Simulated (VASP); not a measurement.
A run of VASP 6.6.1 is set up as follows.

INCAR

```
SYSTEM = AlH8
  ALGO = Normal
  EDIFF = 1E-6
  ENCUT = 520
  GGA = PE
  ISIF = 2
  ISMEAR = 0
  LASPH = .TRUE.
  LCHARG = .FALSE.
  LREAL = .FALSE.
  LWAVE = .FALSE.
  NBANDS = 16
  NELM = 100
  PREC = Accurate
  SIGMA = 0.1
```

File KPOINTS:

```
k-points
0
G
  9 9 6
  0 0 0
```

POSCAR

```
AlH8
1.0
    6.3669683523      0.0000000000      0.0000000000
   -3.1834841761      5.5139563382      0.0000000000
    0.0000000000      0.0000000000      5.8184711574
Al H
1 8
Direct
    0.0000000000      0.0000000000      0.5000000000
    0.8552255015      0.1447744985      0.5000000000
    0.8552255015      0.7104510029      0.5000000000
    0.2895489971      0.1447744985      0.5000000000
    0.0000000000      0.0000000000      0.9356141250
    0.0000000000      0.0000000000      0.0643858750
    0.6666666667      0.3333333333      0.0000000000
    0.3333333333      0.6666666667      0.4356285675
    0.3333333333      0.6666666667      0.5643714325
```

Potentials or basis: VASP PAW PBE potentials, release 64 (Al, H).

Launch:

```bash
$ cat potpaw_PBE.64/Al/POTCAR potpaw_PBE.64/H/POTCAR > POTCAR
$ mpirun -np 1 vasp_std > vasp.out
```

(1) Predict the largest force.

(2) What does it give for the pressure?

## Answers

(1) 0.010 eV/Å.

(2) -0.1 GPa.
